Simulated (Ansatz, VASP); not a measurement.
# Ga3O2 in VASP and in Ansatz

File INCAR:

```
PREC = Accurate
ENCUT = 520
EDIFF = 1E-6
ISMEAR = 0
SIGMA = 0.1
LREAL = F
LASPH = T
NELM = 80
ALGO = Normal
ISIF = 2
LWAVE = F
LCHARG = F
GGA = PE
NBANDS = 34
```

The input KPOINTS:

```
regular mesh
0
Gamma
  4 4 4
```

POSCAR

```
Ga3O2
1.0
    3.8656899400      0.0000000000      0.0000000000
    0.0000000000      3.8656899400      0.0000000000
    0.0000000000      0.0000000000      6.0035560100
Ga O
3 2
Direct
    0.0000000000      0.0000000000      0.6474508500
    0.0000000000      0.0000000000      0.3525491500
    0.5000000000      0.5000000000      0.5000000000
    0.0000000000      0.0000000000      0.1250947700
    0.0000000000      0.0000000000      0.8749052300
```

Input for Ansatz:

```yaml
crystal:
  lattice:
    - [3.86568994, 0.0, 0.0]
    - [0.0, 3.86568994, 0.0]
    - [0.0, 0.0, 6.00355601]
  atoms:
    - { symbol: Ga, position: [0.0, 0.0, 0.64745085] }
    - { symbol: Ga, position: [0.0, 0.0, 0.35254915] }
    - { symbol: Ga, position: [0.5, 0.5, 0.5] }
    - { symbol: O, position: [0.0, 0.0, 0.12509477] }
    - { symbol: O, position: [0.0, 0.0, 0.87490523] }
basis:
  ecutwfc: 420
kpoints:
  mp_grid: { grid: [4, 4, 4] }
hamiltonian:
  xc: pbe
scf:
  occupations: { method: gaussian, width: 0.1 }
  lower_state_search: "off"
output:
  forces: true
  stress: true
  eigenvalues: true
```

Alike in both runs: task single point; functional PBE; k mesh 4 × 4 × 4; occupations gaussian, width 0.1 eV; no spin polarisation.

```csv
,VASP,Ansatz
version,VASP 6.6.1,Ansatz 0.2.0
potentials or method,"VASP PAW PBE potentials, release 64 (Ga_d, O), cutoff 520 eV","scalar-relativistic, plane waves, PAW"
valence electrons in the cell,51,51
```

|  | VASP | Ansatz | Ansatz less VASP |
| --- | --- | --- | --- |
| gap on the k mesh at the Fermi level (eV) | none | none | - |
| rms of the force components (eV/Å) | 9.940 | 10.961 | +1.0212 |

Atom by atom the forces differ by 1.272 eV/Å (rms over components). A gap of «none» marks a metal or a gap that the smearing closes.

The k mesh is coarse, so the values compare programs but aren't converged.
